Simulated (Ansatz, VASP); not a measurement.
BP in VASP and in Ansatz

File INCAR:

```
SYSTEM = BP
PREC = Accurate ; ENCUT = 520
EDIFF = 1E-8 ; ISMEAR = -1
SIGMA = 0.05 ; LREAL = .False.
LASPH = .True. ; NELM = 60
ALGO = Normal ; ISIF = 2
LWAVE = .False. ; LCHARG = .False.
GGA = CA ; LEFG = .True.
NBANDS = 11
```

The input KPOINTS:

```
Automatic mesh
0
Gamma
  15 15 15
  0 0 0
```

POSCAR

```
BP
1.0
    0.0000000000      2.3370700000      2.2690000000
    2.3370700000      0.0000000000      2.2690000000
    2.3370700000      2.3370700000      0.0000000000
B P
1 1
Direct
    0.0000000000      0.0000000000      0.0000000000
    0.7500000000      0.7500000000      0.7500000000
```

Input for Ansatz:

```yaml
crystal:
  lattice:
    - [0.0, 2.33707, 2.269]
    - [2.33707, 0.0, 2.269]
    - [2.33707, 2.33707, 0.0]
  atoms:
    - { symbol: B, position: [0.0, 0.0, 0.0] }
    - { symbol: P, position: [0.75, 0.75, 0.75] }
kpoints:
  mp_grid: { grid: [15, 15, 15] }
scf:
  occupations: { method: fermi_dirac, width: 0.05 }
hamiltonian:
  xc: lda
  pseudopotentials: { kind: all_electron, datasets: crystal }
output:
  forces: true
  stress: true
  eigenvalues: true
  efg: { contact_densities: true }
```

Change from the starting cell: equal xx and yy strain of +3 %, crystal datasets.

Alike in both runs: task electric field gradients; functional LDA; k mesh 15 × 15 × 15; occupations fermi-dirac, width 0.05 eV; no spin polarisation.

```csv
,VASP,Ansatz
version,VASP 6.6.1,Ansatz 0.2.0
potentials or method,"VASP PAW LDA potentials, release 64 (B, P), cutoff 520 eV","all-electron PAW with datasets made for the crystal, scalar-relativistic"
```

|  | VASP | Ansatz | Ansatz less VASP |
| --- | --- | --- | --- |
| pressure (GPa) | -13.5 | -13.4 | +0.05 |
| traceless stress, the component that is largest in VASP (GPa) | 4.80 | 4.80 | -0.002 |
| size of Vzz on the site where it differs most (V/Å²) | 0.1 | 0.2 | +0.11 |

LDA's correlation is that of Perdew and Zunger in VASP and of Perdew and Wang (1992) in Ansatz. Ansatz ran all-electron here, and VASP with PAW potentials.
